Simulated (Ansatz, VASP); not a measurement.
**SnGe5 in VASP and in Ansatz**

```xyz
6
Lattice="4.2400 0.0000 0.0000 -2.1200 3.6719 0.0000 0.0000 0.0000 10.3149" Properties=species:S:1:pos:R:3 pbc="T T T"
Ge    0.0000    0.0000   -0.1414
Ge    2.1200    1.2240    6.8680
Ge    0.0000    2.4480    3.5787
Ge    2.1200    1.2240    9.3957
Ge    0.0000    2.4480    6.0931
Sn    0.0000    0.0000    2.5719
```

Alike in both runs: task single point; functional PBE; k mesh 6 × 6 × 2; occupations fermi-dirac, width 0.02 eV; no spin polarisation.

|  | VASP | Ansatz |
| --- | --- | --- |
| version | VASP 6.6.1 | Ansatz 0.2.0 |
| potentials or method | VASP PAW PBE potentials, release 64 (Ge_d, Sn_d) | plane waves, PAW |
| plane-wave cutoff (eV) | 520 | 420 |
| valence electrons in the cell | 84 | 84 |

```csv
,VASP,Ansatz,Ansatz less VASP
pressure (GPa),-1.4,-1.4,+0.05
"traceless stress, the component that is largest in VASP (GPa)",0.09,0.09,+0.002
rms of the force components (eV/Å),0.010,0.010,-0.0002
```

Atom by atom the forces differ by 0.001 eV/Å (rms over components). The functional is the same, so the differences come from potentials, cutoffs and numerics.
